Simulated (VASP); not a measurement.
**NiSb: single point with PBE+U**

The system is NiSb.

```xyz
4
Lattice="3.9400 0.0000 0.0000 -1.9700 3.4121 0.0000 0.0000 0.0000 5.1400" Properties=species:S:1:pos:R:3 pbc="T T T"
Ni    0.0000    0.0000    0.0000
Ni    0.0000    0.0000    2.5700
Sb    0.0000    2.2748    1.2850
Sb    1.9700    1.1374    3.8550
```

```
Program                : VASP 6.6.1
Task                   : single point
Functional             : PBE
Potentials or basis    : VASP PAW PBE potentials, release 64 (Ni, Sb)
Cutoff                 : 520 eV
k mesh                 : 8 × 8 × 6
Occupations            : gaussian, width 0.1 eV
Spin                   : collinear spin, zero start
Starting moments       : [0.0, 0.0, 0.0, 0.0] μB
Hubbard terms          : Ni d U = 6.1 eV
Dipole correction      : no
Further INCAR settings : ALGO = Normal; EDIFF = 1e-07; NBANDS = 27
```

```yaml
Pressure: -2.8 GPa
Band_gap_on_the_k_mesh: zero (filled and empty bands overlap)
Net_moment: 0.00 μB per cell
Valence_electrons_inside_the_program's_atomic_spheres: Ni 9.63; Sb 2.39
```

Stress tensor (GPa, compression positive):
```
-3.12  0.00  0.00
 0.00 -3.12  0.00
 0.00  0.00 -2.07
```

Levels at points of the mesh, in eV from the Fermi level:
Spin up:
```
           k point  band 11  band 12  band 13  band 14  band 15  band 16  band 17  band 18  band 19  band 20
(0.00, 0.00, 0.00)    -1.87    -1.87    -0.61     0.97     0.97     2.40     2.40     3.43     4.15     5.69
(0.50, 0.00, 0.00)    -2.54    -2.53    -2.21    -1.96    -1.86    -0.54     1.02     3.45     3.95     5.76
(0.00, 0.00, 0.50)    -2.84    -2.84     0.32     0.32     2.18     2.18     2.18     2.18     5.42     5.42
(0.50, 0.00, 0.50)    -2.57    -2.57    -2.40    -2.40     0.26     0.26     1.76     1.76     5.39     5.39
```
Spin down:
```
           k point  band 13  band 14  band 15  band 16  band 17  band 18
(0.00, 0.00, 0.00)    -0.61     0.97     0.97     2.40     2.40     3.43
(0.50, 0.00, 0.00)    -2.21    -1.96    -1.86    -0.54     1.02     3.45
(0.00, 0.00, 0.50)     0.32     0.32     2.18     2.18     2.18     2.18
(0.50, 0.00, 0.50)    -2.40    -2.40     0.26     0.26     1.76     1.76
```

Eigenvalues of the final occupation matrices:
| site | spin | trace | eigenvalues |
| --- | --- | --- | --- |
| site 1 d | 1 | 4.42 | 0.83 0.83 0.90 0.93 0.93 |
| site 1 d | 2 | 4.42 | 0.83 0.83 0.90 0.93 0.93 |
| site 2 d | 1 | 4.42 | 0.83 0.83 0.90 0.93 0.93 |
| site 2 d | 2 | 4.42 | 0.83 0.83 0.90 0.93 0.93 |

Run time: 2.3 min on 1 thread of Intel Xeon 6975P-C, with other jobs on the host, peak memory 0.28 GiB.

Caveat: spin-orbit coupling is left out, which moves the levels of the heavy elements; the U is typed as a test and isn't derived for this compound.
